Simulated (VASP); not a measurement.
# TiO2 (P2_1/c) in VASP: a series of runs

Aim: see how the results for TiO2 move with the level of theory and the settings. Levels: PBE, r2SCAN. Tasks: electric field gradients.

Everything below comes from runs of VASP 6.6.1. Logs are shortened: lines on timing, memory, paths and dates and some standing lists are left out, and cuts for length are marked.

### Step 1. The cell of the first run

The structure is monoclinic, space group P2_1/c (No. 14). The conventional cell has a = 4.813 Å, b = 4.872 Å, c = 5.041 Å, α = 90.00°, β = 99.86°, γ = 90.00°. Ti (site symmetry 1) has 7 O at 1.88 to 2.20 Å within 2.5 Å. Within 2.7 Å of O (site symmetry 1) lie 4 Ti at 2.00 to 2.20 Å and 5 O at 2.41 to 2.57 Å. O (site symmetry 1) has 3 Ti at 1.88 to 2.03 Å and 2 O at 2.41 to 2.43 Å within 2.5 Å.

### Step 2. Electric field gradients, PBE

INCAR

```
SYSTEM = TiO2
  ALGO = Normal
  EDIFF = 1E-8
  ENCUT = 520
  GGA = PE
  ISIF = 2
  ISMEAR = -1
  LASPH = .True.
  LCHARG = .False.
  LEFG = .True.
  LREAL = .False.
  LWAVE = .False.
  NBANDS = 60
  NELM = 100
  PREC = Accurate
  SIGMA = 0.02
```

KPOINTS

```
k-points
0
Gamma
  5 4 4
  0 0 0
```

POSCAR

```
TiO2
1.0
    4.8126997814      0.0000000000      0.0000000000
    0.0000000000      4.8718844600      0.0000000000
   -0.8628854487      0.0000000000      4.9665942755
Ti O
4 8
Direct
    0.2774352600      0.4471916400      0.7131482700
    0.7225647400      0.9471916400      0.7868517300
    0.7225647400      0.5528083600      0.2868517300
    0.2774352600      0.0528083600      0.2131482700
    0.4453609900      0.7423682600      0.9667718600
    0.5546390100      0.2423682600      0.5332281400
    0.5546390100      0.2576317400      0.0332281400
    0.4453609900      0.7576317400      0.4667718600
    0.0638382200      0.3230344800      0.3515567400
    0.9361617800      0.8230344800      0.1484432600
    0.9361617800      0.6769655200      0.6484432600
    0.0638382200      0.1769655200      0.8515567400
```

Potentials or basis: VASP PAW PBE potentials, release 64 (Ti_sv, O).

Launch:

```
> cat potpaw_PBE.64/Ti_sv/POTCAR potpaw_PBE.64/O/POTCAR > POTCAR
> mpirun -np 1 vasp_std > vasp.out
```

OUTCAR:

```text
SYSTEM = TiO2
   EDIFF = 1E-8
   ENCUT = 520
   GGA = PE
   ISIF = 2
   ISMEAR = -1
   LASPH = .True.
   LREAL = .False.
   NELM = 100
   PREC = Accurate

 ion  position               nearest neighbor table
   1  0.277  0.447  0.713-  12 1.88  11 1.97   5 2.00   6 2.00   9 2.03   7 2.12   8 2.20
   2  0.723  0.947  0.787-  11 1.88  12 1.97   6 2.00   5 2.00  10 2.03   8 2.12   7 2.20
   3  0.723  0.553  0.287-  10 1.88   9 1.97   7 2.00   8 2.00  11 2.03   5 2.12   6 2.20
   4  0.277  0.053  0.213-   9 1.88  10 1.97   8 2.00   7 2.00  12 2.03   6 2.12   5 2.20
   5  0.445  0.742  0.967-   1 2.00   2 2.00   3 2.12   4 2.20
   6  0.555  0.242  0.533-   2 2.00   1 2.00   4 2.12   3 2.20
   7  0.555  0.258  0.033-   3 2.00   4 2.00   1 2.12   2 2.20
   8  0.445  0.758  0.467-   4 2.00   3 2.00   2 2.12   1 2.20
   9  0.064  0.323  0.352-   4 1.88   3 1.97   1 2.03
  10  0.936  0.823  0.148-   3 1.88   4 1.97   2 2.03
  11  0.936  0.677  0.648-   2 1.88   1 1.97   3 2.03
  12  0.064  0.177  0.852-   1 1.88   2 1.97   4 2.03

  LATTYP: Found a simple monoclinic cell.
 ALAT       =     4.8126997814
 B/A-ratio  =     1.0122976045
 C/A-ratio  =     1.0474359860
 COS(beta)  =    -0.1711736391

  Lattice vectors:

 A1 = (   4.8126997814,   0.0000000000,   0.0000000000)
 A2 = (   0.0000000000,   4.8718844600,   0.0000000000)
 A3 = (  -0.8628854487,   0.0000000000,   4.9665942755)

Analysis of symmetry for initial positions (statically):
=====================================================================
 Subroutine PRICEL returns:
 Original cell was already a primitive cell.

 Routine SETGRP: Setting up the symmetry group for a
 simple monoclinic supercell.

 Subroutine GETGRP returns: Found  4 space group operations
 (whereof  2 operations were pure point group operations)
 out of a pool of  4 trial point group operations.

The static configuration has the point symmetry S_2 .
 The point group associated with its full space group is C_2h.

Analysis of symmetry for dynamics (positions and initial velocities):
=====================================================================
 Subroutine PRICEL returns:
 Original cell was already a primitive cell.

 Routine SETGRP: Setting up the symmetry group for a
 simple monoclinic supercell.

 Subroutine GETGRP returns: Found  4 space group operations
[... 1705 lines left out ...]
  volume of cell :      116.45
      direct lattice vectors                 reciprocal lattice vectors
     4.812699781  0.000000000  0.000000000     0.207783582  0.000000000  0.036099874
     0.000000000  4.871884460  0.000000000     0.000000000  0.205259383  0.000000000
    -0.862885449  0.000000000  4.966594276     0.000000000  0.000000000  0.201345217

 POSITION                                       TOTAL-FORCE (eV/Angst)
 -----------------------------------------------------------------------------------
      0.71985      2.17867      3.54192         0.026904     -0.052742      0.080370
      2.79852      4.61461      3.90797        -0.026904     -0.052742     -0.080370
      3.22997      2.69322      1.42468        -0.026904      0.052742     -0.080370
      1.15129      0.25728      1.05862         0.026904      0.052742      0.080370
      1.30918      3.61673      4.80156        -0.057366     -0.011580      0.002216
      2.20920      1.18079      2.64833         0.057366     -0.011580     -0.002216
      2.64064      1.25515      0.16503         0.057366      0.011580     -0.002216
      1.74062      3.69109      2.31827        -0.057366      0.011580      0.002216
      0.00388      1.57379      1.74604        -0.023646     -0.018571     -0.073343
      4.37738      4.00973      0.73726         0.023646     -0.018571      0.073343
      3.94593      3.29810      3.22055         0.023646      0.018571      0.073343
     -0.42756      0.86216      4.22934        -0.023646      0.018571     -0.073343
 -----------------------------------------------------------------------------------
    total drift:                               -0.000000      0.000000      0.000000

  FREE ENERGIE OF THE ION-ELECTRON SYSTEM (eV)
  ---------------------------------------------------
  free  energy   TOTEN  =      -106.9269802119 eV

  energy  without entropy=     -106.9269802119  energy(sigma->0) =     -106.92698021

 Electric field gradients (V/A^2)
---------------------------------------------------------------------
 ion       V_xx      V_yy      V_zz      V_xy      V_xz      V_yz
---------------------------------------------------------------------
   1      -4.501   -12.389    16.891     0.783    -9.907    -9.452
   2      -4.501   -12.389    16.891    -0.783    -9.907     9.452
   3      -4.501   -12.389    16.891     0.783    -9.907    -9.452
   4      -4.501   -12.389    16.891    -0.783    -9.907     9.452
   5       5.708    -1.772    -3.936     0.460    -6.117     8.947
   6       5.708    -1.772    -3.936    -0.460    -6.117    -8.947
   7       5.708    -1.772    -3.936     0.460    -6.117     8.947
   8       5.708    -1.772    -3.936    -0.460    -6.117    -8.947
   9      -0.548     0.618    -0.071   -19.256     0.804    11.243
  10      -0.548     0.618    -0.071    19.256     0.804   -11.243
  11      -0.548     0.618    -0.071   -19.256     0.804    11.243
  12      -0.548     0.618    -0.071    19.256     0.804   -11.243
---------------------------------------------------------------------

 Electric field gradients after diagonalization (V/A^2)
 (convention: |V_zz| > |V_xx| > |V_yy|)
----------------------------------------------------------------------
 ion       V_xx      V_yy      V_zz     asymmetry (V_yy - V_xx)/ V_zz
----------------------------------------------------------------------
   1     -15.670    -7.444    23.114       0.356
   2     -15.670    -7.444    23.114       0.356
   3     -15.670    -7.444    23.114       0.356
   4     -15.670    -7.444    23.114       0.356
   5      10.200     2.978   -13.179       0.548
   6      10.200     2.978   -13.179       0.548
   7      10.200     2.978   -13.179       0.548
   8      10.200     2.978   -13.179       0.548
   9      22.062     0.508   -22.570       0.955
  10      22.062     0.508   -22.570       0.955
  11      22.062     0.508   -22.570       0.955
  12      22.062     0.508   -22.570       0.955
----------------------------------------------------------------------

           NMR quadrupolar parameters

 Cq : quadrupolar parameter    Cq=e*Q*V_zz/h
 eta: asymmetry parameters     (V_yy - V_xx)/ V_zz
 Q  : nuclear electric quadrupole moment in mb (millibarn)
----------------------------------------------------------------------
 ion       Cq(MHz)       eta       Q (mb)
----------------------------------------------------------------------
   1       0.056       0.356       1.000
   2       0.056       0.356       1.000
   3       0.056       0.356       1.000
   4       0.056       0.356       1.000
   5      -0.032       0.548       1.000
   6      -0.032       0.548       1.000
   7      -0.032       0.548       1.000
   8      -0.032       0.548       1.000
   9      -0.055       0.955       1.000
  10      -0.055       0.955       1.000
  11      -0.055       0.955       1.000
  12      -0.055       0.955       1.000
----------------------------------------------------------------------
```

It took 6.1 min on 1 thread of AMD EPYC 7R43 (Zen 3), shared host; peak memory 0.28 GiB.

What came out:

```yaml
Free_energy: -106.9270 eV
Pressure: 4.9 GPa
Largest_force: 0.100 eV/Å
Band_gap_on_the_k_mesh: 2.32 eV, indirect (least direct gap 2.38 eV)
```

Forces on the atoms (eV/Å):
```
Ti   0.027 -0.053  0.080
Ti  -0.027 -0.053 -0.080
Ti  -0.027  0.053 -0.080
Ti   0.027  0.053  0.080
O   -0.057 -0.012  0.002
O    0.057 -0.012 -0.002
O    0.057  0.012 -0.002
O   -0.057  0.012  0.002
O   -0.024 -0.019 -0.073
O    0.024 -0.019  0.073
O    0.024  0.019  0.073
O   -0.024  0.019 -0.073
```

Electric field gradients, principal values (V/Å²):
```csv
atom,least,middle,greatest (by size)
1 Ti,-7.444,-15.670,23.114
2 Ti,-7.444,-15.670,23.114
3 Ti,-7.444,-15.670,23.114
4 Ti,-7.444,-15.670,23.114
5 O,2.978,10.200,-13.179
6 O,2.978,10.200,-13.179
7 O,2.978,10.200,-13.179
8 O,2.978,10.200,-13.179
9 O,0.508,22.062,-22.570
10 O,0.508,22.062,-22.570
11 O,0.508,22.062,-22.570
12 O,0.508,22.062,-22.570
```

Caveat: without QUAD_EFG the Cq values of the log hold for a quadrupole moment of 1 mb, not for the nuclei.

(Part 1 of 2 ends here.)
